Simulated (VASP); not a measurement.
Wanted: the native input for a VASP 6.6.1 run.

```
Task                   : single point
Functional             : LDA
Potentials or basis    : VASP PAW LDA potentials, release 64 (Ta_sv_GW, N_h)
Cutoff                 : 1330 eV
k mesh                 : 18 × 18 × 18
Occupations            : gaussian, width 0.15 eV
Spin                   : no spin polarisation
Dipole correction      : no
Further INCAR settings : ALGO = Normal; EDIFF = 1e-06; NBANDS = 16
```

The structure of TaN lies in POSCAR:

```
TaN
1.0
    0.0000000000      2.2101387059      2.2101387059
    2.2101387059      0.0000000000      2.2101387059
    2.2101387059      2.2101387059      0.0000000000
Ta N
1 1
Direct
    0.4967417379      0.5032582621      0.5032582621
    0.0420914985     -0.0420914985     -0.0420914985
```

This cell differs from its parent crystal: atoms displaced along a vibrational mode, the cell strained.

One way to write it, as run:

INCAR

```
SYSTEM = TaN
  ALGO = Normal
  EDIFF = 1E-6
  ENCUT = 1330
  GGA = CA
  GGA_COMPAT = .False.
  ISIF = 2
  ISMEAR = 0
  LASPH = .True.
  LCHARG = .True.
  LELF = .True.
  LREAL = .False.
  LVHAR = .True.
  LWAVE = .False.
  NBANDS = 16
  NELM = 120
  PREC = Accurate
  SIGMA = 0.15
```

KPOINTS

```
k-points
0
Gamma
  18 18 18
  0 0 0
```

Potentials or basis: VASP PAW LDA potentials, release 64 (Ta_sv_GW, N_h).

Run with:

```bash
$ cat potpaw_LDA.64/Ta_sv_GW/POTCAR potpaw_LDA.64/N_h/POTCAR > POTCAR
$ mpirun -np 1 vasp_std > vasp.out
```

Results of the run:

- Pressure: -8.8 GPa
- Largest force: 1.780 eV/Å
- Band gap on the k mesh: zero (bands 9 and 10 overlap by 3.16 eV)

Caveat: the cell differs from its parent crystal (atoms displaced along a vibrational mode, the cell strained); the stress differs along the axes, from -15 to 3 GPa; spin-orbit coupling is left out, which moves the levels of the heavy elements; forces of over 1 eV/Å act on the atoms, so gaps and moduli don't describe the material at rest.

It took 7 min on 1 thread of Intel(R) Xeon(R) Platinum 8488C (Sapphire Rapids) (shared host), peak memory 0.82 GiB.
